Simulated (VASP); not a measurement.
# Hf in VASP: further runs

Hf is run at these levels: LDA; tasks: single point.

All numbers are computed with VASP 6.6.1; they aren't measurements. Logs are shortened: lines on timing, memory, paths and dates and some standing lists are left out, and cuts for length are marked.

## Step 1: The cell of the first run

The cell holds a slab with vacuum, 2 atoms: a = 3.119 Å, b = 4.942 Å, c = 16.900 Å, α = 90.00°, β = 90.00°, γ = 90.00°.

## Step 2: Single point, LDA

INCAR

```
PREC = Accurate
ENCUT = 520
EDIFF = 1E-6
ISMEAR = -1
SIGMA = 0.05
LREAL = F
LASPH = T
NELM = 100
ALGO = Normal
ISIF = 2
LWAVE = F
LCHARG = F
LDIPOL = T
IDIPOL = 3
DIPOL = 0.5 0.5 0.500
GGA = CA
NBANDS = 17
```

KPOINTS

```
Automatic mesh
0
Gamma
  12 8 1
```

POSCAR

```
Hf
1.0
    3.1190139515      0.0000000000      0.0000000000
    0.0000000000      4.9418267774      0.0000000000
    0.0000000000      0.0000000000     16.9004000000
Hf
2
Direct
    0.7500000000      0.7500000000      0.4774358356
    0.2500000000      0.2500000000      0.5225641644
```

Potentials or basis: VASP PAW LDA potentials, release 64 (Hf_pv).

On the command line:

```console
cat potpaw_LDA.64/Hf_pv/POTCAR > POTCAR
mpirun -np 1 vasp_std > vasp.out
```

OUTCAR:

```text
PREC = Accurate
   ENCUT = 520
   EDIFF = 1E-6
   ISMEAR = -1
   LREAL = F
   LASPH = T
   NELM = 100
   ISIF = 2
   GGA = CA

 ion  position               nearest neighbor table
   1  0.750  0.750  0.477-   2 3.02   2 3.02   2 3.02   2 3.02
   2  0.250  0.250  0.523-   1 3.02   1 3.02   1 3.02   1 3.02

  LATTYP: Found a simple orthorhombic cell.
 ALAT       =     3.1190139515
 B/A-ratio  =     1.5844195808
 C/A-ratio  =     5.4185073433

  Lattice vectors:

 A1 = (   3.1190139515,   0.0000000000,   0.0000000000)
 A2 = (   0.0000000000,   4.9418267774,   0.0000000000)
 A3 = (   0.0000000000,   0.0000000000,  16.9004000000)

Analysis of symmetry for initial positions (statically):
=====================================================================
 Subroutine PRICEL returns:
 Original cell was already a primitive cell.

 Routine SETGRP: Setting up the symmetry group for a
 simple orthorhombic supercell.

 Subroutine GETGRP returns: Found  8 space group operations
 (whereof  2 operations were pure point group operations)
 out of a pool of  8 trial point group operations.

The static configuration has the point symmetry S_2 .
 The point group associated with its full space group is D_2h.

Analysis of symmetry for dynamics (positions and initial velocities):
=====================================================================
 Subroutine PRICEL returns:
 Original cell was already a primitive cell.

 Routine SETGRP: Setting up the symmetry group for a
 simple orthorhombic supercell.

 Subroutine GETGRP returns: Found  8 space group operations
 (whereof  2 operations were pure point group operations)
 out of a pool of  8 trial point group operations.

The dynamic configuration has the point symmetry S_2 .
 The point group associated with its full space group is D_2h.

 Subroutine INISYM returns: Found  8 space group operations
 (whereof  2 operations are pure point group operations),
 and found     1 'primitive' translations

----------------------------------------------------------------------------------------

                                     Primitive cell

  volume of cell :     260.4965

  direct lattice vectors                    reciprocal lattice vectors
     3.119013951  0.000000000  0.000000000     0.320614148  0.000000000  0.000000000
     0.000000000  4.941826777  0.000000000     0.000000000  0.202354321  0.000000000
     0.000000000  0.000000000 16.900400000     0.000000000  0.000000000  0.059170197

  length of vectors
     3.119013951  4.941826777 16.900400000     0.320614148  0.202354321  0.059170197

  position of ions in fractional coordinates (direct lattice)
     0.750000000  0.750000000  0.477435836
     0.250000000  0.250000000  0.522564164

  ion indices of the primitive-cell ions
   primitive index   ion index
                 1           1
                 2           2

----------------------------------------------------------------------------------------

 KPOINTS: Automatic mesh

Automatic generation of k-mesh.
 Grid dimensions read from file:
 generate k-points for:   12    8    1

 Generating k-lattice:

  Cartesian coordinates                     Fractional coordinates (reciprocal lattice)
     0.026717846  0.000000000  0.000000000     0.083333333  0.000000000  0.000000000
     0.000000000  0.025294290  0.000000000     0.000000000  0.125000000  0.000000000
     0.000000000  0.000000000  0.059170197     0.000000000  0.000000000  1.000000000

  Length of vectors
     0.026717846  0.025294290  0.059170197

  Shift w.r.t. Gamma in fractional coordinates (k-lattice)
     0.000000000  0.000000000  0.000000000

 Subroutine IBZKPT returns following result:
 ===========================================

 Found     35 irreducible k-points:

 Following reciprocal coordinates:
            Coordinates               Weight
  0.000000  0.000000  0.000000      1.000000
  0.083333  0.000000  0.000000      2.000000
  0.166667  0.000000  0.000000      2.000000
  0.250000  0.000000  0.000000      2.000000
  0.333333  0.000000  0.000000      2.000000
  0.416667  0.000000  0.000000      2.000000
[... 16 lines left out ...]
  0.083333  0.375000  0.000000      4.000000
  0.166667  0.375000  0.000000      4.000000
 [... further k-points ...]
   k-points           NKPTS =     35   k-points in BZ     NKDIM =     35   number of bands    NBANDS=     17
   number of dos      NEDOS =    301   number of ions     NIONS =      2
   total plane-waves  NPLWV = 120960
   dimension x,y,z NGX =    24 NGY =   40 NGZ =  126
   dimension x,y,z NGXF=    48 NGYF=   80 NGZF=  252
   ions per type =               2
   NGX,Y,Z   is equivalent  to a cutoff of  12.79, 13.46, 12.39 a.u.
   NGXF,Y,Z  is equivalent  to a cutoff of  25.58, 26.91, 24.79 a.u.
 SYSTEM =  unknown system
   PREC   = accura    normal or accurate (medium, high low for compatibility)
   ISTART =      0    job   : 0-new  1-cont  2-samecut
   ICHARG =      2    charge: 1-file 2-atom 10-const
   ISPIN  =      1    spin polarized calculation?
   LNONCOLLINEAR =      F non collinear calculations
   LSORBIT =      F    spin-orbit coupling
   LASPH  =      T    aspherical Exc in radial PAW
   ENCUT  =  520.0 eV  38.22 Ry    6.18 a.u.   5.80  9.19 31.42*2*pi/ulx,y,z
   NELM   =    100;   NELMIN=  2; NELMDL= -5     # of ELM steps
   EDIFF  = 0.1E-05   stopping-criterion for ELM
   LREAL  =      F    real-space projection
   EDIFFG = 0.1E-04   stopping-criterion for IOM
   NSW    =      0    number of steps for IOM
   IBRION =     -1    ionic relax: 0-MD 1-quasi-New 2-CG
   NFREE  =      0    steps in history (QN), initial steepest desc. (CG)
   ISIF   =      2    stress and relaxation
   ISYM   =      2    0-nonsym 1-usesym 2-fastsym
   POTIM  = 0.5000    time-step for ionic-motion
   TEBEG  =    0.0;   TEEND  =   0.0 temperature during run
   PSTRESS=    0.0 pullay stress
   NELECT =      20.0000    total number of electrons
   NUPDOWN=      -1.0000    fix difference up-down
   EMIN   =  10.00;   EMAX   =-10.00  energy-range for DOS
   EFERMI =   0.00;   METHOD = LEGACY
   ISMEAR =    -1;   SIGMA  =   0.05  broadening in eV -4-tet -1-fermi 0-gaus
   EFERMI_NEDOS =   21; number of points for ismear=-14 and -15
   IALGO  =     38    algorithm
   IMIX   =      4    mixing-type and parameters
     AMIX     =   0.40;   BMIX     =  1.00
     AMIX_MAG =   1.60;   BMIX_MAG =  1.00
  volume/ion in A,a.u.               =     130.25       878.96
  Fermi-wavevector in a.u.,A,eV,Ry     =   0.695800  1.314871  6.587086  0.484137
  Thomas-Fermi vector in A             =   1.778673
   LORBIT       =      0    0 simple, 1 ext, 2 COOP (PROOUT), +10 PAW based schemes
   GGA     = CA    functional components
   LHFCALC =     F    Hartree Fock is set to
   AEXX    =    0.0000 exact exchange contribution
   IVDW    =     0    specifies the selected vdW correction
   LEPSILON=     F    determine dielectric tensor
   LRPA    =     F    only Hartree local field effects (RPA)
 non-spin polarized calculation
  energy-cutoff  :      520.00
  volume of cell :      260.50
 maximum number of plane-waves:      7058
 NGX is ok and might be reduce to    24
   NGX = 11   NGY = 19   NGZ = 63

 dipolmoment           0.000000      0.000000      0.000000 electrons x Angstroem

 number of electron      20.0000000 magnetization

 dipolmoment           0.000000      0.000000     -0.000000 electrons x Angstroem

 Free energy of the ion-electron system (eV)
  ---------------------------------------------------
  ext. energy  EPLUGINS =         0.00000000
  ---------------------------------------------------
  free energy    TOTEN  =       -16.80846984 eV

  energy without entropy =      -16.77642996  energy(sigma->0) =      -16.79244990

 E-fermi :  -2.7596     XC(G=0):  -3.1781

 val. band max:       -2.7636279907   @ k =   0.2500   0.3750   0.0000
 cond. band min:      -2.6998429239   @ k =   0.0833   0.0000   0.0000
 fundamental gap:      0.0637850667
 Fermi energy:        -2.7596365823

 k-point     1 :       0.0000    0.0000    0.0000
  band No.  band energies     occupation
      1     -33.7325      2.00000
      2     -33.5640      2.00000
      3     -33.5174      2.00000
      4     -33.2116      2.00000
      5     -32.9697      2.00000
      6     -32.9129      2.00000
[... 9 lines left out ...]
     16       0.6920      0.00000
     17       1.1518      0.00000

 k-point     2 :       0.0833    0.0000    0.0000
  band No.  band energies     occupation
      1     -33.7159      2.00000
      2     -33.5616      2.00000
      3     -33.5160      2.00000
      4     -33.2393      2.00000
      5     -33.0071      2.00000
      6     -32.9238      2.00000
[... 9 lines left out ...]
     16       0.6383      0.00000
     17       1.1042      0.00000

 k-point     3 :       0.1667    0.0000    0.0000
  band No.  band energies     occupation
      1     -33.6676      2.00000
      2     -33.5572      2.00000
      3     -33.5136      2.00000
      4     -33.3109      2.00000
      5     -33.1077      2.00000
      6     -32.9563      2.00000
[... 9 lines left out ...]
     16       0.7512      0.00000
     17       1.0677      0.00000

 k-point     4 :       0.2500    0.0000    0.0000
  band No.  band energies     occupation
      1     -33.5923      2.00000
      2     -33.5624      2.00000
      3     -33.5165      2.00000
      4     -33.3926      2.00000
      5     -33.2395      2.00000
      6     -33.0102      2.00000
[... 9 lines left out ...]
     16       1.0732      0.00000
     17       1.2406      0.00000

 k-point     5 :       0.3333    0.0000    0.0000
  band No.  band energies     occupation
      1     -33.5966      2.00000
      2     -33.5401      2.00000
      3     -33.4967      2.00000
      4     -33.4365      2.00000
      5     -33.3539      2.00000
      6     -33.0842      2.00000
[... 9 lines left out ...]
     16       1.0079      0.00000
     17       1.6433      0.00000

 k-point     6 :       0.4167    0.0000    0.0000
  band No.  band energies     occupation
      1     -33.6362      2.00000
      2     -33.5948      2.00000
      3     -33.4407      2.00000
      4     -33.4106      2.00000
      5     -33.3895      2.00000
      6     -33.1756      2.00000
[... 9 lines left out ...]
     16       0.8064      0.00000
     17       2.3345      0.00000

 k-point     7 :       0.5000    0.0000    0.0000
  band No.  band energies     occupation
      1     -33.6381      2.00000
      2     -33.6381      2.00000
      3     -33.4312      2.00000
      4     -33.4312      2.00000
      5     -33.2797      2.00000
      6     -33.2797      2.00000
[... 9 lines left out ...]
     16       0.4542      0.00000
     17       3.1842      0.00000

 k-point     8 :       0.0000    0.1250    0.0000
  band No.  band energies     occupation
      1     -33.7217      2.00000
      2     -33.5433      2.00000
      3     -33.5247      2.00000
      4     -33.2026      2.00000
      5     -32.9791      2.00000
      6     -32.9401      2.00000
[... 9 lines left out ...]
     16       0.7690      0.00000
     17       1.1841      0.00000
[... 203 lines left out ...]
      1     -33.6555      2.00000
      2     -33.5799      2.00000
      3     -33.5334      2.00000
      4     -33.4293      2.00000
      5     -33.2574      2.00000
      6     -33.0466      2.00000
[... 9 lines left out ...]
     16       0.6307      0.00000
     17       1.7493      0.00000

 k-point    20 :       0.4167    0.2500    0.0000
  band No.  band energies     occupation
      1     -33.7001      2.00000
      2     -33.6554      2.00000
      3     -33.5013      2.00000
      4     -33.4606      2.00000
      5     -33.2183      2.00000
      6     -33.1018      2.00000
[... 9 lines left out ...]
     16       0.5543      0.00000
     17       2.1594      0.00000

 k-point    21 :       0.5000    0.2500    0.0000
  band No.  band energies     occupation
      1     -33.7036      2.00000
      2     -33.7036      2.00000
      3     -33.4771      2.00000
      4     -33.4771      2.00000
      5     -33.1625      2.00000
      6     -33.1625      2.00000
[... 9 lines left out ...]
     16       0.5230      0.00000
     17       2.7648      0.00000

 k-point    22 :       0.0000    0.3750    0.0000
  band No.  band energies     occupation
      1     -33.6560      2.00000
      2     -33.5773      2.00000
      3     -33.3814      2.00000
      4     -33.1381      2.00000
      5     -33.1289      2.00000
      6     -33.0455      2.00000
[... 9 lines left out ...]
     16       0.4790      0.00000
     17       1.3659      0.00000

 k-point    23 :       0.0833    0.3750    0.0000
  band No.  band energies     occupation
      1     -33.6491      2.00000
      2     -33.5741      2.00000
      3     -33.3962      2.00000
      4     -33.1791      2.00000
      5     -33.1494      2.00000
      6     -33.0323      2.00000
[... 9 lines left out ...]
     16       0.4431      0.00000
     17       1.4256      0.00000

 k-point    24 :       0.1667    0.3750    0.0000
  band No.  band energies     occupation
      1     -33.6321      2.00000
      2     -33.5673      2.00000
      3     -33.4446      2.00000
      4     -33.2865      2.00000
      5     -33.1680      2.00000
      6     -33.0242      2.00000
[... 9 lines left out ...]
     16       0.3660      0.00000
     17       1.6915      0.00000

 [... further k-points ...]

------------------------ aborting loop because EDIFF is reached ----------------------------------------

 vacuum level on the upper side and lower side of the slab       (xc-potential included)        -0.110        -0.110

  FORCE on cell =-STRESS in cart. coord.  units (eV):
  Direction    XX          YY          ZZ          XY          YZ          ZX
  --------------------------------------------------------------------------------------
  -------------------------------------------------------------------------------------
  Total       -6.0444699     -6.1105305     -0.0198134      0.0000000      0.0000000      0.0000000
  in kB      -37.1763703    -37.5826740     -0.1218618      0.0000000      0.0000000      0.0000000
  external PRESSURE =     -24.9603020 kB  Pullay stress =       0.0000000 kB

 VOLUME and BASIS-vectors are now :
 -----------------------------------------------------------------------------
  energy-cutoff  :      520.00
  volume of cell :      260.50
      direct lattice vectors                 reciprocal lattice vectors
     3.119013951  0.000000000  0.000000000     0.320614148  0.000000000  0.000000000
     0.000000000  4.941826777  0.000000000     0.000000000  0.202354321  0.000000000
     0.000000000  0.000000000 16.900400000     0.000000000  0.000000000  0.059170197

 POSITION                                       TOTAL-FORCE (eV/Angst)
 -----------------------------------------------------------------------------------
      2.33926      3.70637      8.06886         0.000000      0.000000      0.018320
      0.77975      1.23546      8.83154         0.000000      0.000000     -0.018320
 -----------------------------------------------------------------------------------
    total drift:                                0.000000      0.000000     -0.000000

  FREE ENERGIE OF THE ION-ELECTRON SYSTEM (eV)
  ---------------------------------------------------
  free  energy   TOTEN  =       -16.8084698438 eV

  energy  without entropy=      -16.7764299613  energy(sigma->0) =      -16.79244990

 vacuum level on the upper side and lower side of the slab         1.582         1.582
```

It took 98 s on 1 thread of Intel Xeon 6975P-C (Granite Rapids), shared host; peak memory 0.33 GiB.

What came out:

* Free energy: -16.8085 eV
* Largest force: 0.018 eV/Å
* Band gap on the k mesh: zero (bands 10 and 11 overlap by 0.22 eV)

Forces in eV/Å, atoms in the order of the input:
```
Hf   0.000  0.000  0.018
Hf   0.000  0.000 -0.018
```

Levels at points of the mesh, in eV from the Fermi level:
```tsv
k point	band 7	band 8	band 9	band 10	band 11	band 12	band 13	band 14
(0.00, 0.00, 0.00)	-5.13	-2.38	-0.04	0.13	0.23	1.37	1.51	2.04
(0.50, 0.00, 0.00)	-1.22	-1.22	-0.78	-0.78	0.16	0.16	2.46	2.46
(0.00, 0.50, 0.00)	-3.26	-3.26	-0.48	-0.48	0.50	0.50	1.65	1.65
(0.50, 0.50, 0.00)	-2.07	-2.07	-0.36	-0.36	1.72	1.72	1.91	1.91
```

Caveat: spin-orbit coupling is left out, which moves the levels of the heavy elements.

## Step 3: Single point, LDA

INCAR

```
SYSTEM = Hf
PREC = Accurate
ENCUT = 520
EDIFF = 1E-7
ISMEAR = -1
SIGMA = 0.05
LREAL = .False.
LASPH = .True.
NELM = 80
ALGO = Normal
ISIF = 2
LWAVE = .False.
LCHARG = .False.
LDIPOL = .True.
IDIPOL = 3
DIPOL = 0.5 0.5 0.500
NBANDS = 17
```

KPOINTS

```
regular mesh
0
Gamma
  12 8 1
  0 0 0
```

POSCAR is that of step 2.

Potentials or basis: VASP PAW LDA potentials, release 64 (Hf_pv).

On the command line:

```console
cat potpaw_LDA.64/Hf_pv/POTCAR > POTCAR
mpirun -np 1 vasp_std > vasp.out
```

Run time: 1.8 min. Hardware: 1 thread of Intel Xeon 6975P-C (Granite Rapids), shared host; peak memory 0.34 GiB.

Results (log left out):

| Item | Value |
| --- | --- |
| Free energy | -16.8085 eV |
| Largest force | 0.018 eV/Å |
| Band gap on the k mesh | zero (bands 10 and 11 overlap by 0.22 eV) |

Forces on the atoms (eV/Å):
```
Hf   0.000  0.000  0.018
Hf   0.000  0.000 -0.018
```

Levels at points of the mesh, in eV from the Fermi level:
| k point | band 6 | band 7 | band 8 | band 9 | band 10 | band 11 | band 12 | band 13 | band 14 | band 15 |
| --- | --- | --- | --- | --- | --- | --- | --- | --- | --- | --- |
| (0.00, 0.00, 0.00) | -30.15 | -5.13 | -2.38 | -0.04 | 0.13 | 0.23 | 1.37 | 1.51 | 2.04 | 2.14 |
| (0.50, 0.00, 0.00) | -30.52 | -1.22 | -1.22 | -0.78 | -0.78 | 0.16 | 0.16 | 2.46 | 2.46 | 3.21 |
| (0.00, 0.50, 0.00) | -30.33 | -3.26 | -3.26 | -0.48 | -0.48 | 0.50 | 0.50 | 1.65 | 1.65 | 2.73 |
| (0.50, 0.50, 0.00) | -30.33 | -2.07 | -2.07 | -0.36 | -0.36 | 1.72 | 1.72 | 1.91 | 1.91 | 3.16 |

Caveat: spin-orbit coupling is left out, which moves the levels of the heavy elements.
